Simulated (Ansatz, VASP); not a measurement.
**NaSrYWO6 in VASP and in Ansatz**

```
Na Sr Y W O
1.0
     0.00000    4.14643    4.14643
     4.14643    0.00000    4.14643
     4.14643    4.14643    0.00000
Na Sr Y W O
1 1 1 1 6
Direct
  0.24701 0.25315 0.25315
  0.75139 0.74854 0.74854
  0.49996 0.50005 0.50005
  0.00001 0.99999 0.99999
  0.76791 0.23308 0.23308
  0.23117 0.76791 0.76791
  0.74930 0.78556 0.21465
  0.24959 0.21560 0.78652
  0.24959 0.78652 0.21560
  0.74930 0.21465 0.78556
```

Change from the starting cell: mode 22 (392.5 1/cm) frozen in, largest displacement +0.150 Å.

Alike in both runs: task single point; functional PBE; k mesh 6 × 6 × 6; occupations gaussian, width 0.05 eV; no spin polarisation.

|  | VASP | Ansatz |
| --- | --- | --- |
| version | VASP 6.6.1 | Ansatz 0.2.0 |
| potentials or method | VASP PAW PBE potentials, release 64 (Na_pv, Sr_sv, Y_sv, W_sv, O), cutoff 520 eV | scalar-relativistic, plane waves, PAW |
| valence electrons in the cell | 78 | 80 |

```tsv
	VASP	Ansatz	Ansatz less VASP
gap on the k mesh at the Fermi level (eV)	2.34	2.36	+0.019
least direct gap on the mesh (eV)	2.34	2.36	+0.019
pressure (GPa)	0.5	-0.1	-0.62
traceless stress, the component that is largest in VASP (GPa)	-3.24	-3.34	-0.106
rms of the force components (eV/Å)	0.535	0.529	-0.0058
```

Atom by atom the forces differ by 0.075 eV/Å (rms over components). VASP's potentials hold 78 valence electrons a cell and Ansatz's 80, so a difference there can come from the potentials and not from the codes.

Spin-orbit coupling is off throughout.
